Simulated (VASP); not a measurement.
A run of VASP 6.6.1 is set up as follows.

The input POSCAR:

```
Rh
1.0
    0.0000000000      1.8978500000      1.8978500000
    1.8978500000      0.0000000000      1.8978500000
    1.8978500000      1.8978500000      0.0000000000
Rh
1
Direct
    0.0000000000      0.0000000000      0.0000000000
```

Contents of INCAR.step1:

```
PREC     = Accurate       # precision mode
ENCUT    = 550            # plane-wave cutoff, eV
ISMEAR   = 1              # smearing method
SIGMA    = 0.1            # smearing width, eV
LREAL    = False          # projectors in reciprocal space
LASPH    = True           # aspherical terms in the spheres
NELM     = 120            # most SCF steps
NBANDS   = 14             # bands
GGA      = PE             # functional
ALGO     = Normal         # electronic algorithm
EDIFF    = 1E-5           # SCF threshold, eV
LWAVE    = True           # write WAVECAR
LCHARG   = False          # write CHGCAR
GGA_COMPAT= False
```

INCAR.step2

```
PREC     = Accurate       # precision mode
ENCUT    = 550            # plane-wave cutoff, eV
EDIFF    = 1E-6           # SCF threshold, eV
ISMEAR   = 1              # smearing method
SIGMA    = 0.1            # smearing width, eV
LREAL    = False          # projectors in reciprocal space
LASPH    = True           # aspherical terms in the spheres
NELM     = 120            # most SCF steps
ALGO     = Normal         # electronic algorithm
ISIF     = 2              # what is computed and relaxed
LWAVE    = False          # write WAVECAR
LCHARG   = False          # write CHGCAR
METAGGA  = R2SCAN         # meta-GGA
LMIXTAU  = True         
NBANDS   = 14             # bands
ISTART   = 1            
GGA_COMPAT= False
```

Contents of KPOINTS:

```
regular mesh
0
Gamma
  8 8 8
```

Potentials or basis: VASP PAW PBE potentials, release 64 (Rh_pv).

The run is started by

```console
$ cat potpaw_PBE.64/Rh_pv/POTCAR > POTCAR
$ cp INCAR.step1 INCAR
$ mpirun -np 1 vasp_std > vasp.out
$ cp INCAR.step2 INCAR
$ mpirun -np 1 vasp_std > vasp.out
```

Problem. Estimate the pressure.

Solution. 2.8 GPa.

Caveat: the PAW data sets were made with another functional, which shifts forces and pressure a little.
